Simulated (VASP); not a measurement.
# As (P6_3/mmc) in VASP: notebook, part 2 of 2

VASP 6.6.1. Earlier steps stand in the parts before.

### 3 Single point, PBE

File INCAR:

```
SYSTEM = As
ALGO = Normal
EDIFF = 1E-7
ENCUT = 520
GGA = PE
ISIF = 2
ISMEAR = -1
LASPH = .True.
LCHARG = .False.
LREAL = .False.
LWAVE = .False.
NBANDS = 12
NELM = 60
PREC = Accurate
SIGMA = 0.08
```

File KPOINTS:

```
k-points
0
Gamma
  16 16 9
  0 0 0
```

File POSCAR:

```
As
1.0
    2.7219172907      0.0000000000      0.0000000000
   -1.3609586453      2.3572495207      0.0000000000
    0.0000000000      0.0000000000      4.2746299387
As
2
Direct
    0.3333333333      0.6666666667      0.2500000000
    0.6666666667      0.3333333333      0.7500000000
```

Potentials or basis: VASP PAW PBE potentials, release 64 (As).

Run with:

```console
$ cat potpaw_PBE.64/As/POTCAR > POTCAR
$ mpirun -np 1 vasp_std > vasp.out
```

OUTCAR:

```text
SYSTEM = As
   EDIFF = 1E-7
   ENCUT = 520
   GGA = PE
   ISIF = 2
   ISMEAR = -1
   LASPH = .True.
   LREAL = .False.
   NELM = 60
   PREC = Accurate

 ion  position               nearest neighbor table
   1  0.333  0.667  0.250-   2 2.65   2 2.65   2 2.65   2 2.65   2 2.65   2 2.65
   2  0.667  0.333  0.750-   1 2.65   1 2.65   1 2.65   1 2.65   1 2.65   1 2.65

  LATTYP: Found a hexagonal cell.
 ALAT       =     2.7219172907
 C/A-ratio  =     1.5704481372

  Lattice vectors:

 A1 = (   2.7219172907,   0.0000000000,   0.0000000000)
 A2 = (  -1.3609586453,   2.3572495207,   0.0000000000)
 A3 = (   0.0000000000,   0.0000000000,   4.2746299387)

Analysis of symmetry for initial positions (statically):
=====================================================================
 Subroutine PRICEL returns:
 Original cell was already a primitive cell.

 Routine SETGRP: Setting up the symmetry group for a
 hexagonal supercell.

 Subroutine GETGRP returns: Found 24 space group operations
 (whereof 12 operations were pure point group operations)
 out of a pool of 24 trial point group operations.

The static configuration has the point symmetry D_3d.
 The point group associated with its full space group is D_6h.

Analysis of symmetry for dynamics (positions and initial velocities):
=====================================================================
 Subroutine PRICEL returns:
 Original cell was already a primitive cell.

 Routine SETGRP: Setting up the symmetry group for a
 hexagonal supercell.

 Subroutine GETGRP returns: Found 24 space group operations
 (whereof 12 operations were pure point group operations)
 out of a pool of 24 trial point group operations.

The dynamic configuration has the point symmetry D_3d.
 The point group associated with its full space group is D_6h.

 Subroutine INISYM returns: Found 24 space group operations
 (whereof 12 operations are pure point group operations),
 and found     1 'primitive' translations

----------------------------------------------------------------------------------------

                                     Primitive cell

  volume of cell :      27.4270

  direct lattice vectors                    reciprocal lattice vectors
     2.721917291  0.000000000  0.000000000     0.367388092  0.212111614  0.000000000
    -1.360958645  2.357249521  0.000000000     0.000000000  0.424223228  0.000000000
     0.000000000  0.000000000  4.274629939     0.000000000  0.000000000  0.233938379

  length of vectors
     2.721917291  2.721917291  4.274629939     0.424223228  0.424223228  0.233938379

  position of ions in fractional coordinates (direct lattice)
     0.333333333  0.666666667  0.250000000
     0.666666667  0.333333333  0.750000000

  ion indices of the primitive-cell ions
   primitive index   ion index
                 1           1
                 2           2

----------------------------------------------------------------------------------------

 KPOINTS: k-points

Automatic generation of k-mesh.
 Grid dimensions read from file:
 generate k-points for:   16   16    9

 Generating k-lattice:

  Cartesian coordinates                     Fractional coordinates (reciprocal lattice)
     0.022961756  0.013256976  0.000000000     0.062500000  0.000000000  0.000000000
     0.000000000  0.026513952  0.000000000     0.000000000  0.062500000  0.000000000
     0.000000000  0.000000000  0.025993153     0.000000000  0.000000000  0.111111111

  Length of vectors
     0.026513952  0.026513952  0.025993153

  Shift w.r.t. Gamma in fractional coordinates (k-lattice)
     0.000000000  0.000000000  0.000000000

 Subroutine IBZKPT returns following result:
 ===========================================

 Found    150 irreducible k-points:

 Following reciprocal coordinates:
            Coordinates               Weight
  0.000000  0.000000  0.000000      1.000000
  0.062500 -0.000000  0.000000      6.000000
  0.125000 -0.000000  0.000000      6.000000
  0.187500 -0.000000  0.000000      6.000000
  0.250000 -0.000000  0.000000      6.000000
  0.312500  0.000000  0.000000      6.000000
[... 16 lines left out ...]
  0.187500  0.187500  0.000000      6.000000
  0.250000  0.187500  0.000000     12.000000
 [... further k-points ...]
   k-points           NKPTS =    150   k-points in BZ     NKDIM =    150   number of bands    NBANDS=     12
   number of dos      NEDOS =    301   number of ions     NIONS =      2
   total plane-waves  NPLWV =  12800
   dimension x,y,z NGX =    20 NGY =   20 NGZ =   32
   dimension x,y,z NGXF=    40 NGYF=   40 NGZF=   64
   ions per type =               2
   NGX,Y,Z   is equivalent  to a cutoff of  12.22, 12.22, 12.45 a.u.
   NGXF,Y,Z  is equivalent  to a cutoff of  24.43, 24.43, 24.89 a.u.
 SYSTEM =  As
   PREC   = accura    normal or accurate (medium, high low for compatibility)
   ISTART =      0    job   : 0-new  1-cont  2-samecut
   ICHARG =      2    charge: 1-file 2-atom 10-const
   ISPIN  =      1    spin polarized calculation?
   LNONCOLLINEAR =      F non collinear calculations
   LSORBIT =      F    spin-orbit coupling
   LASPH  =      T    aspherical Exc in radial PAW
   ENCUT  =  520.0 eV  38.22 Ry    6.18 a.u.   5.06  5.06  7.95*2*pi/ulx,y,z
   NELM   =     60;   NELMIN=  2; NELMDL= -5     # of ELM steps
   EDIFF  = 0.1E-06   stopping-criterion for ELM
   LREAL  =      F    real-space projection
   EDIFFG = 0.1E-05   stopping-criterion for IOM
   NSW    =      0    number of steps for IOM
   IBRION =     -1    ionic relax: 0-MD 1-quasi-New 2-CG
   NFREE  =      0    steps in history (QN), initial steepest desc. (CG)
   ISIF   =      2    stress and relaxation
   ISYM   =      2    0-nonsym 1-usesym 2-fastsym
   POTIM  = 0.5000    time-step for ionic-motion
   TEBEG  =    0.0;   TEEND  =   0.0 temperature during run
   PSTRESS=    0.0 pullay stress
   NELECT =      10.0000    total number of electrons
   NUPDOWN=      -1.0000    fix difference up-down
   EMIN   =  10.00;   EMAX   =-10.00  energy-range for DOS
   EFERMI =   0.00;   METHOD = LEGACY
   ISMEAR =    -1;   SIGMA  =   0.08  broadening in eV -4-tet -1-fermi 0-gaus
   EFERMI_NEDOS =   21; number of points for ismear=-14 and -15
   IALGO  =     38    algorithm
   IMIX   =      4    mixing-type and parameters
     AMIX     =   0.40;   BMIX     =  1.00
     AMIX_MAG =   1.60;   BMIX_MAG =  1.00
  volume/ion in A,a.u.               =      13.71        92.54
  Fermi-wavevector in a.u.,A,eV,Ry     =   1.169540  2.210111 18.610380  1.367824
  Thomas-Fermi vector in A             =   2.306012
   LORBIT       =      0    0 simple, 1 ext, 2 COOP (PROOUT), +10 PAW based schemes
   GGA     = PE    functional components
   LHFCALC =     F    Hartree Fock is set to
   AEXX    =    0.0000 exact exchange contribution
   IVDW    =     0    specifies the selected vdW correction
   LEPSILON=     F    determine dielectric tensor
   LRPA    =     F    only Hartree local field effects (RPA)
 non-spin polarized calculation
  energy-cutoff  :      520.00
  volume of cell :       27.43
 maximum number of plane-waves:       755
   NGX = 11   NGY = 11   NGZ = 15

 number of electron      10.0000001 magnetization

 Free energy of the ion-electron system (eV)
  ---------------------------------------------------
  ext. energy  EPLUGINS =         0.00000000
  ---------------------------------------------------
  free energy    TOTEN  =        -6.88872354 eV

  energy without entropy =       -6.87090533  energy(sigma->0) =       -6.87981444

 E-fermi :  10.8953     XC(G=0): -12.2787

 val. band max:       10.8657057867   @ k =   0.4375   0.0625   0.2222
 cond. band min:      10.9082048881   @ k =   0.2500  -0.0000   0.3333
 fundamental gap:      0.0424991014
 Fermi energy:        10.8953186073

 k-point     1 :       0.0000    0.0000    0.0000
  band No.  band energies     occupation
      1      -7.8115      2.00000
      2      -0.3966      2.00000
      3       1.4710      2.00000
      4      16.1221      0.00000
      5      16.1221      0.00000
      6      18.7118      0.00000
      7      18.7118      0.00000
      8      20.7550      0.00000
      9      21.8231      0.00000
     10      23.4828      0.00000
     11      24.7725      0.00000
     12      24.7725      0.00000
[... 331 lines left out ...]
 k-point    24 :       0.2500    0.1875    0.0000
  band No.  band energies     occupation
      1      -3.9630      2.00000
      2       2.6336      2.00000
      3       5.2308      2.00000
      4       5.3033      2.00000
      5       6.9180      2.00000
      6      11.8343      0.00002
      7      13.1518      0.00000
      8      13.5674      0.00000
      9      17.5844      0.00000
     10      22.2314      0.00000
     11      25.2314      0.00000
     12      27.4748      0.00000

 [... further k-points ...]
[... 5 lines left out ...]
  --------------------------------------------------------------------------------------
  -------------------------------------------------------------------------------------
  Total        9.7507466      9.7507466      9.7749280      0.0000000     -0.0000000      0.0000000
  in kB      569.5993053    569.5993053    571.0118823      0.0000000     -0.0000000      0.0000000
  external PRESSURE =     570.0701643 kB  Pullay stress =       0.0000000 kB

 VOLUME and BASIS-vectors are now :
 -----------------------------------------------------------------------------
  energy-cutoff  :      520.00
  volume of cell :       27.43
      direct lattice vectors                 reciprocal lattice vectors
     2.721917291  0.000000000  0.000000000     0.367388092  0.212111614  0.000000000
    -1.360958645  2.357249521  0.000000000     0.000000000  0.424223228  0.000000000
     0.000000000  0.000000000  4.274629939     0.000000000  0.000000000  0.233938379

 POSITION                                       TOTAL-FORCE (eV/Angst)
 -----------------------------------------------------------------------------------
     -0.00000      1.57150      1.06866        -0.000000     -0.000000      0.000000
      1.36096      0.78575      3.20597         0.000000      0.000000      0.000000
 -----------------------------------------------------------------------------------
    total drift:                                0.000000     -0.000000      0.000000

  FREE ENERGIE OF THE ION-ELECTRON SYSTEM (eV)
  ---------------------------------------------------
  free  energy   TOTEN  =        -6.8887235432 eV

  energy  without entropy=       -6.8709053289  energy(sigma->0) =       -6.87981444
```

OSZICAR:

```text
N       E                     dE             d eps       ncg     rms          rms(c)
DAV:   1     0.292030354474E+02    0.29203E+02   -0.45113E+03  3600   0.729E+02
DAV:   2    -0.562426948077E+01   -0.34827E+02   -0.33270E+02  4824   0.121E+02
DAV:   3    -0.691166163622E+01   -0.12874E+01   -0.12780E+01  4504   0.224E+01
DAV:   4    -0.691517794388E+01   -0.35163E-02   -0.35161E-02  4108   0.121E+00
DAV:   5    -0.691517968051E+01   -0.17366E-05   -0.17365E-05  4336   0.327E-02    0.509E+00
DAV:   6    -0.689817641309E+01    0.17003E-01   -0.87275E-04  4084   0.217E-01    0.304E+00
DAV:   7    -0.688870411396E+01    0.94723E-02   -0.22775E-03  3876   0.342E-01    0.454E-02
DAV:   8    -0.688872171144E+01   -0.17597E-04   -0.61076E-05  4428   0.557E-02    0.189E-02
DAV:   9    -0.688872326426E+01   -0.15528E-05   -0.28728E-06  4076   0.124E-02    0.265E-03
DAV:  10    -0.688872374787E+01   -0.48362E-06   -0.92702E-08  2872   0.193E-03    0.125E-03
DAV:  11    -0.688872354021E+01    0.20767E-06   -0.14490E-08  2108   0.771E-04    0.125E-04
DAV:  12    -0.688872354319E+01   -0.29842E-08   -0.34034E-10  1972   0.150E-04
   1 F= -.68887235E+01 E0= -.68798144E+01  d E =-.178182E-01
```

stdout:

```text
POSCAR found type information on POSCAR As
 POSCAR found :  1 types and       2 ions
 scaLAPACK will be used
 LDA part: xc-table for (Slater+PW92), standard interpolation
 POSCAR, INCAR and KPOINTS ok, starting setup
 FFT: planning ... GRIDC
 FFT: planning ... GRID_SOFT
 FFT: planning ... GRID
 WAVECAR not read
 entering main loop
```

Run time: 14 s. Hardware: 1 thread of Intel Xeon 6975P-C (Granite Rapids), shared host; peak memory 0.16 GiB.

Results:

```
Free energy            : -6.8887 eV
Pressure               : 57.0 GPa
Band gap on the k mesh : zero (band 5 reaches 17.32 eV, above the bottom of band 6 at 5.98 eV)
```

Stress tensor (GPa, compression positive):
```
56.96  0.00  0.00
 0.00 56.96  0.00
 0.00  0.00 57.10
```

Levels at points of the mesh, in eV from the Fermi level:
```tsv
k point	band 2	band 3	band 4	band 5	band 6	band 7	band 8	band 9
(0.00, 0.00, 0.00)	-11.29	-9.42	5.23	5.23	7.82	7.82	9.86	10.93
(0.50, 0.00, 0.00)	-11.17	-5.02	-4.06	-3.91	-1.08	0.18	4.86	6.16
```
